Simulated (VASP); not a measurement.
# KI (Pm-3m) in VASP: further runs

KI is run at these levels: PBE-based screened hybrid with 5 % exact exchange, PBE-based screened hybrid with 10 % exact exchange, PBE-based screened hybrid with 15 % exact exchange, PBE-based screened hybrid with 20 % exact exchange; tasks: single point.

Program: VASP 6.6.1. These are calculated values, not measurements. Logs are shortened: lines on timing, memory, paths and dates and some standing lists are left out, and cuts for length are marked.

**1. The cell of the first run**

It takes space group Pm-3m (No. 221, cubic). Conventional cell: a = 4.291 Å, b = 4.291 Å, c = 4.291 Å, α = 90.00°, β = 90.00°, γ = 90.00°. I (site symmetry m-3m) has 8 K at 3.72 Å and 6 I at 4.29 Å within 4.9 Å. Within 4.9 Å of K (site symmetry m-3m) lie 8 I at 3.72 Å and 6 K at 4.29 Å.

**2. Single point, PBE-based screened hybrid with 5 % exact exchange**

Contents of POSCAR:

```
KI
1.0
    4.2911966600      0.0000000000      0.0000000000
    0.0000000000      4.2911966600      0.0000000000
    0.0000000000      0.0000000000      4.2911966600
I K
1 1
Direct
    0.5000000000      0.5000000000      0.5000000000
    0.0000000000      0.0000000000      0.0000000000
```

Contents of INCAR.step1:

```
SYSTEM = KI
PREC = Accurate
ENCUT = 520
EDIFF = 1E-5
ISMEAR = -1
SIGMA = 0.05
LREAL = .FALSE.
LASPH = .TRUE.
NELM = 80
ALGO = Normal
ISIF = 2
LWAVE = .TRUE.
LCHARG = .FALSE.
NBANDS = 15
GGA = PE
```

Contents of INCAR.step2:

```
SYSTEM = KI
PREC = Accurate
ENCUT = 520
EDIFF = 1E-6
ISMEAR = -1
SIGMA = 0.05
LREAL = .FALSE.
LASPH = .TRUE.
NELM = 80
ALGO = Normal
ISIF = 2
LWAVE = .FALSE.
LCHARG = .FALSE.
GGA = PE
LHFCALC = .TRUE.
AEXX = 0.05
HFSCREEN = 0.2
PRECFOCK = Normal
NBANDS = 15
ISTART = 1
```

Contents of KPOINTS:

```
regular mesh
0
G
  3 3 3
  0 0 0
```

Potentials or basis: VASP PAW PBE potentials, release 64 (I, K_sv).

Command:

```
$ cat potpaw_PBE.64/I/POTCAR potpaw_PBE.64/K_sv/POTCAR > POTCAR
$ cp INCAR.step1 INCAR
$ mpirun -np 1 vasp_std > vasp.out
$ cp INCAR.step2 INCAR
$ mpirun -np 1 vasp_std > vasp.out
```

OUTCAR:

```text
SYSTEM = KI
   PREC = Accurate
   ENCUT = 520
   EDIFF = 1E-6
   ISMEAR = -1
   LREAL = .FALSE.
   LASPH = .TRUE.
   NELM = 80
   ISIF = 2
   GGA = PE
   LHFCALC = .TRUE.
   AEXX = 0.05
   HFSCREEN = 0.2
   PRECFOCK = Normal
   ISTART = 1

 ion  position               nearest neighbor table
   1  0.500  0.500  0.500-
   2  0.000  0.000  0.000-

  LATTYP: Found a simple cubic cell.
 ALAT       =     4.2911966600

  Lattice vectors:

 A1 = (   4.2911966600,   0.0000000000,   0.0000000000)
 A2 = (   0.0000000000,   4.2911966600,   0.0000000000)
 A3 = (   0.0000000000,   0.0000000000,   4.2911966600)

Analysis of symmetry for initial positions (statically):
=====================================================================
 Subroutine PRICEL returns:
 Original cell was already a primitive cell.

 Routine SETGRP: Setting up the symmetry group for a
 simple cubic supercell.

 Subroutine GETGRP returns: Found 48 space group operations
 (whereof 48 operations were pure point group operations)
 out of a pool of 48 trial point group operations.

The static configuration has the point symmetry O_h .

Analysis of symmetry for dynamics (positions and initial velocities):
=====================================================================
 Subroutine PRICEL returns:
 Original cell was already a primitive cell.

 Routine SETGRP: Setting up the symmetry group for a
 simple cubic supercell.

 Subroutine GETGRP returns: Found 48 space group operations
 (whereof 48 operations were pure point group operations)
 out of a pool of 48 trial point group operations.

The dynamic configuration has the point symmetry O_h .

 Subroutine INISYM returns: Found 48 space group operations
 (whereof 48 operations are pure point group operations),
 and found     1 'primitive' translations

----------------------------------------------------------------------------------------

                                     Primitive cell

  volume of cell :      79.0197

  direct lattice vectors                    reciprocal lattice vectors
     4.291196660  0.000000000  0.000000000     0.233035230  0.000000000  0.000000000
[... 78 lines left out ...]
   EMIN   =  10.00;   EMAX   =-10.00  energy-range for DOS
   EFERMI =   0.00;   METHOD = LEGACY
   ISMEAR =    -1;   SIGMA  =   0.05  broadening in eV -4-tet -1-fermi 0-gaus
   EFERMI_NEDOS =   21; number of points for ismear=-14 and -15
   IALGO  =     38    algorithm
   IMIX   =      1    mixing-type and parameters
     AMIX     =   0.40;   BMIX     =  1.00
     AMIX_MAG =   1.60;   BMIX_MAG =  1.00
  volume/ion in A,a.u.               =      39.51       266.63
  Fermi-wavevector in a.u.,A,eV,Ry     =   0.961324  1.816639 12.573738  0.924144
  Thomas-Fermi vector in A             =   2.090686
   LORBIT       =      0    0 simple, 1 ext, 2 COOP (PROOUT), +10 PAW based schemes
   GGA     = PE    functional components
   LHFCALC =     T    Hartree Fock is set to
   PRECFOCK=normal    Normal, Fast or Accurate (Low or Medium for compatibility)
   ENCUT4O =  -1.0   cutoff for four orbital integrals eV
   NKREDX  =     1    reduce k-point grid by
   NKREDY  =     1    reduce k-point grid by
   NKREDZ  =     1    reduce k-point grid by
   AEXX    =    0.0500 exact exchange contribution
   HFSCREEN=    0.2000 screening length (either q_TF or 0.3 A-1)
   HFSCREENC=   0.2000 screening length for correlation (either q_TF or 0.3 A-1)
   ENCUTFOCK=  -1.0 apply spherical cutoff to Coloumb kernel
   IVDW    =     0    specifies the selected vdW correction
   LEPSILON=     F    determine dielectric tensor
   LRPA    =     F    only Hartree local field effects (RPA)
 non-spin polarized calculation
  energy-cutoff  :      520.00
  volume of cell :       79.02
 maximum number of plane-waves:      2135
 NGX is ok and might be reduce to    32
  NGX = 24; NGY = 24; NGZ = 24

 number of electron      16.0000003 magnetization

 Free energy of the ion-electron system (eV)
  ---------------------------------------------------
  ext. energy  EPLUGINS =         0.00000000
  ---------------------------------------------------
  free energy    TOTEN  =        -5.53806771 eV

  energy without entropy =       -5.53806771  energy(sigma->0) =       -5.53806771

 E-fermi :   1.9255     XC(G=0):  -7.4483

 val. band max:        0.6338613523   @ k =   0.3333   0.3333   0.0000
 cond. band min:       4.2841887984   @ k =   0.0000   0.0000   0.0000
 fundamental gap:      3.6503274461
 Fermi energy:         1.9255061662

 k-point     1 :       0.0000    0.0000    0.0000
  band No.  band energies     occupation
      1     -29.1275      2.00000
      2     -12.3090      2.00000
      3     -12.3090      2.00000
      4     -12.3090      2.00000
      5     -10.5712      2.00000
      6       0.4039      2.00000
      7       0.4039      2.00000
      8       0.4039      2.00000
      9       4.2842      0.00000
     10       5.7294      0.00000
     11       5.7294      0.00000
     12       9.4207      0.00000
     13       9.4207      0.00000
     14       9.4207      0.00000
[... 41 lines left out ...]
      2     -12.3734      2.00000
      3     -12.3585      2.00000
      4     -12.3585      2.00000
      5     -10.1548      2.00000
      6      -0.6567      2.00000
      7      -0.6469      2.00000
      8      -0.6469      2.00000
      9       6.3324      0.00000
     10       6.8713      0.00000
     11       6.8713      0.00000
     12       8.6377      0.00000
     13       9.4833      0.00000
     14       9.4833      0.00000
     15      11.1835      0.00000

------------------------ aborting loop because EDIFF is reached ----------------------------------------

  FORCE on cell =-STRESS in cart. coord.  units (eV):
  Direction    XX          YY          ZZ          XY          YZ          ZX
  --------------------------------------------------------------------------------------
  -------------------------------------------------------------------------------------
  Total        0.3620045      0.3620045      0.3620045     -0.0000000      0.0000000      0.0000000
  in kB        7.3398848      7.3398848      7.3398848     -0.0000000      0.0000000      0.0000000
  external PRESSURE =       7.3398848 kB  Pullay stress =       0.0000000 kB

 VOLUME and BASIS-vectors are now :
 -----------------------------------------------------------------------------
  energy-cutoff  :      520.00
  volume of cell :       79.02
      direct lattice vectors                 reciprocal lattice vectors
     4.291196660  0.000000000  0.000000000     0.233035230  0.000000000  0.000000000
     0.000000000  4.291196660  0.000000000     0.000000000  0.233035230  0.000000000
     0.000000000  0.000000000  4.291196660     0.000000000  0.000000000  0.233035230

 POSITION                                       TOTAL-FORCE (eV/Angst)
 -----------------------------------------------------------------------------------
      2.14560      2.14560      2.14560         0.000000      0.000000      0.000000
      0.00000      0.00000      0.00000         0.000000      0.000000      0.000000
 -----------------------------------------------------------------------------------
    total drift:                                0.000000      0.000000      0.000000

  FREE ENERGIE OF THE ION-ELECTRON SYSTEM (eV)
  ---------------------------------------------------
  free  energy   TOTEN  =        -5.5380677134 eV

  energy  without entropy=       -5.5380677134  energy(sigma->0) =       -5.53806771
```

OSZICAR.step1:

```text
N       E                     dE             d eps       ncg     rms          rms(c)
DAV:   1     0.801519227917E+02    0.80152E+02   -0.64506E+03   120   0.917E+02
DAV:   2    -0.572314158661E+00   -0.80724E+02   -0.76903E+02   155   0.203E+02
DAV:   3    -0.521423358693E+01   -0.46419E+01   -0.46243E+01   155   0.436E+01
DAV:   4    -0.548804696537E+01   -0.27381E+00   -0.27372E+00   195   0.907E+00
DAV:   5    -0.549022564163E+01   -0.21787E-02   -0.21786E-02   162   0.933E-01    0.266E+00
DAV:   6    -0.539060483055E+01    0.99621E-01   -0.74907E-02   148   0.180E+00    0.192E+00
DAV:   7    -0.536906019647E+01    0.21545E-01   -0.10109E-01   155   0.178E+00    0.771E-01
DAV:   8    -0.537178613798E+01   -0.27259E-02   -0.13086E-02   120   0.769E-01    0.158E-01
DAV:   9    -0.537195697665E+01   -0.17084E-03   -0.70370E-04   169   0.171E-01    0.724E-02
DAV:  10    -0.537201525578E+01   -0.58279E-04   -0.11520E-04   151   0.667E-02    0.170E-02
DAV:  11    -0.537203566422E+01   -0.20408E-04   -0.31351E-05   127   0.371E-02    0.186E-02
DAV:  12    -0.537203528402E+01    0.38021E-06   -0.47125E-07    60   0.550E-03
   1 F= -.53720353E+01 E0= -.53720353E+01  d E =-.649281E-10
```

It took 43 s on 1 thread of Intel Xeon Platinum 8488C (Sapphire Rapids), shared host; peak memory 0.28 GiB.

Results:

```yaml
Free_energy: -5.5381 eV
Pressure: 0.7 GPa
Band_gap_on_the_k_mesh: 3.65 eV (least direct gap 3.88 eV)
```

Levels at points of the mesh, in eV from the valence-band top:
| k point | band 4 | band 5 | band 6 | band 7 | band 8 | band 9 | band 10 | band 11 | band 12 | band 13 |
| --- | --- | --- | --- | --- | --- | --- | --- | --- | --- | --- |
| (0.00, 0.00, 0.00) | -12.94 | -11.21 | -0.23 | -0.23 | -0.23 | 3.65 | 5.10 | 5.10 | 8.79 | 8.79 |

Caveat: the k points lie up to 0.49 Å⁻¹ apart; the PAW data sets were made with another functional, which shifts forces and pressure a little; spin-orbit coupling is left out, which moves the levels of the heavy elements; an odd mesh through Γ misses points on the zone boundary, where band edges can lie.

**3. Single point, PBE-based screened hybrid with 10 % exact exchange**

POSCAR is that of step 2.

Contents of INCAR.step1:

```
ALGO = Normal ; EDIFF = 1E-5
ENCUT = 520 ; GGA = PE
ISIF = 2 ; ISMEAR = -1
LASPH = T ; LREAL = F
LWAVE = T ; NBANDS = 15
NELM = 80 ; PREC = Accurate
SIGMA = 0.05
```

Contents of INCAR.step2:

```
AEXX = 0.1 ; ALGO = Normal
EDIFF = 1E-6 ; ENCUT = 520
GGA = PE ; HFSCREEN = 0.2
ISIF = 2 ; ISMEAR = -1
ISTART = 1 ; LASPH = T
LCHARG = T ; LELF = T
LHFCALC = T ; LREAL = F
LVHAR = T ; LWAVE = F
NBANDS = 15 ; NELM = 80
PREC = Accurate ; PRECFOCK = Normal
SIGMA = 0.05
```

Contents of KPOINTS:

```
k-points
0
Gamma
  3 3 3
```

Potentials or basis: VASP PAW PBE potentials, release 64 (I, K_sv).

Command:

```
$ cat potpaw_PBE.64/I/POTCAR potpaw_PBE.64/K_sv/POTCAR > POTCAR
$ cp INCAR.step1 INCAR
$ mpirun -np 1 vasp_std > vasp.out
$ cp INCAR.step2 INCAR
$ mpirun -np 1 vasp_std > vasp.out
```

It took 54 s on 1 thread of Intel Xeon Platinum 8488C (Sapphire Rapids), shared host; peak memory 0.28 GiB.

The run converged. Its results:

```
Free energy            : -5.7076 eV
Pressure               : 0.7 GPa
Band gap on the k mesh : 3.85 eV (least direct gap 4.09 eV)
```

Levels at points of the mesh, in eV from the valence-band top:
| k point | band 5 | band 6 | band 7 | band 8 | band 9 | band 10 | band 11 | band 12 |
| --- | --- | --- | --- | --- | --- | --- | --- | --- |
| (0.00, 0.00, 0.00) | -11.39 | -0.23 | -0.23 | -0.23 | 3.85 | 5.31 | 5.31 | 9.08 |

Caveat: the k points lie up to 0.49 Å⁻¹ apart; the PAW data sets were made with another functional, which shifts forces and pressure a little; spin-orbit coupling is left out, which moves the levels of the heavy elements; an odd mesh through Γ misses points on the zone boundary, where band edges can lie.

**4. Single point, PBE-based screened hybrid with 15 % exact exchange**

POSCAR is that of step 3.

Contents of INCAR.step1:

```
SYSTEM = KI
  PREC = Accurate
  ENCUT = 520
  EDIFF = 1E-5
  ISMEAR = -1
  SIGMA = 0.05
  LREAL = .FALSE.
  LASPH = .TRUE.
  NELM = 60
  ALGO = Normal
  ISIF = 2
  LWAVE = .TRUE.
  GGA = PE
  NBANDS = 15
```

Contents of INCAR.step2:

```
SYSTEM = KI
  PREC = Accurate
  ENCUT = 520
  EDIFF = 1E-7
  ISMEAR = -1
  SIGMA = 0.05
  LREAL = .FALSE.
  LASPH = .TRUE.
  NELM = 60
  ALGO = Normal
  ISIF = 2
  LWAVE = .FALSE.
  LCHARG = .TRUE.
  GGA = PE
  LHFCALC = .TRUE.
  AEXX = 0.15
  HFSCREEN = 0.2
  PRECFOCK = Normal
  LELF = .TRUE.
  LVHAR = .TRUE.
  ISTART = 1
  NBANDS = 15
```

Contents of KPOINTS:

```
regular mesh
0
G
  3 3 3
  0 0 0
```

Command:

```
$ cat potpaw_PBE.64/I/POTCAR potpaw_PBE.64/K_sv/POTCAR > POTCAR
$ cp INCAR.step1 INCAR
$ mpirun -np 1 vasp_std > vasp.out
$ cp INCAR.step2 INCAR
$ mpirun -np 1 vasp_std > vasp.out
```

It took 54 s on 1 thread of Intel Xeon Platinum 8488C (Sapphire Rapids), shared host; peak memory 0.28 GiB.

The run converged. Its results:

```yaml
Free_energy: -5.8805 eV
Pressure: 0.6 GPa
Band_gap_on_the_k_mesh: 4.05 eV (least direct gap 4.29 eV)
```

Levels at points of the mesh, in eV from the valence-band top:
```
           k point  band 5  band 6  band 7  band 8  band 9  band 10  band 11  band 12
(0.00, 0.00, 0.00)  -11.58   -0.24   -0.24   -0.24    4.05     5.52     5.52     9.38
```

Caveat: the k points lie up to 0.49 Å⁻¹ apart; the PAW data sets were made with another functional, which shifts forces and pressure a little; spin-orbit coupling is left out, which moves the levels of the heavy elements; an odd mesh through Γ misses points on the zone boundary, where band edges can lie.

**5. Single point, PBE-based screened hybrid with 20 % exact exchange**

POSCAR is that of step 4.

Contents of INCAR.step1:

```
PREC = Accurate
ENCUT = 520
EDIFF = 1E-5
ISMEAR = -1
SIGMA = 0.05
LREAL = F
LASPH = T
NELM = 80
ALGO = Normal
ISIF = 2
LWAVE = T
NBANDS = 15
GGA = PE
```

Contents of INCAR.step2:

```
PREC = Accurate
ENCUT = 520
EDIFF = 1E-6
ISMEAR = -1
SIGMA = 0.05
LREAL = F
LASPH = T
NELM = 80
ALGO = Normal
ISIF = 2
LWAVE = F
LCHARG = T
GGA = PE
LHFCALC = T
AEXX = 0.2
HFSCREEN = 0.2
PRECFOCK = Normal
LELF = T
LVHAR = T
NBANDS = 15
ISTART = 1
```

Contents of KPOINTS:

```
Automatic mesh
0
Gamma
  3 3 3
```

Command:

```
$ cat potpaw_PBE.64/I/POTCAR potpaw_PBE.64/K_sv/POTCAR > POTCAR
$ cp INCAR.step1 INCAR
$ mpirun -np 1 vasp_std > vasp.out
$ cp INCAR.step2 INCAR
$ mpirun -np 1 vasp_std > vasp.out
```

It took 69 s on 1 thread of Intel Xeon Platinum 8488C (Sapphire Rapids), shared host; peak memory 0.28 GiB.

The run converged. Its results:

| Item | Value |
| --- | --- |
| Free energy | -6.0569 eV |
| Pressure | 0.6 GPa |
| Band gap on the k mesh | 4.26 eV (least direct gap 4.51 eV) |

Levels at points of the mesh, in eV from the valence-band top:
```tsv
k point	band 5	band 6	band 7	band 8	band 9	band 10	band 11	band 12
(0.00, 0.00, 0.00)	-11.77	-0.24	-0.24	-0.24	4.26	5.74	5.74	9.67
```

Caveat: the k points lie up to 0.49 Å⁻¹ apart; the PAW data sets were made with another functional, which shifts forces and pressure a little; spin-orbit coupling is left out, which moves the levels of the heavy elements; an odd mesh through Γ misses points on the zone boundary, where band edges can lie.

**6. Overview**

```csv
level,share of exact exchange,gap on the mesh (eV),pressure (GPa)
PBE-based screened hybrid with 5 % exact exchange,0.05,3.65,0.7
PBE-based screened hybrid with 10 % exact exchange,0.1,3.85,0.7
PBE-based screened hybrid with 15 % exact exchange,0.15,4.05,0.6
PBE-based screened hybrid with 20 % exact exchange,0.2,4.26,0.6
```

Alike in all rows: task single point; potentials or basis VASP PAW PBE potentials, release 64 (I, K_sv); no spin polarisation; cell as given; k mesh 3 × 3 × 3; cutoff (eV) 520; smearing fermi-dirac 0.05 eV.

Caveats: all runs use coarse meshes; the PAW data sets were made with another functional, which shifts forces and pressure a little; spin-orbit coupling is left out, which moves the levels of the heavy elements; an odd mesh through Γ misses points on the zone boundary, where band edges can lie.

Absolute energies hang on the potentials; compare differences alone.
